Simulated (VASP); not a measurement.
A run of VASP 6.6.1 is set up as follows.

Contents of INCAR:

```
SYSTEM = Cu
  PREC = Accurate
  ENCUT = 520
  EDIFF = 1E-7
  ISMEAR = -1
  SIGMA = 0.08
  LREAL = .False.
  LASPH = .True.
  NELM = 60
  ALGO = Normal
  ISIF = 2
  LWAVE = .False.
  LCHARG = .False.
  GGA = PS
  NBANDS = 12
```

Contents of KPOINTS:

```
regular mesh
0
Gamma
  20 20 20
  0 0 0
```

POSCAR

```
Cu
1.0
    0.0000000000      1.7819074507      1.7819074507
    1.7819074507      0.0000000000      1.7819074507
    1.7819074507      1.7819074507      0.0000000000
Cu
1
Direct
    0.0000000000      0.0000000000      0.0000000000
```

Potentials or basis: VASP PAW PBE potentials, release 64 (Cu).

Launch:

```sh
$ cat potpaw_PBE.64/Cu/POTCAR > POTCAR
$ mpirun -np 1 vasp_std > vasp.out
```

(1) Predict the pressure.

Results:

(1) 0.7 GPa.

Caveat: the PAW data sets were made with another functional, which shifts forces and pressure a little.
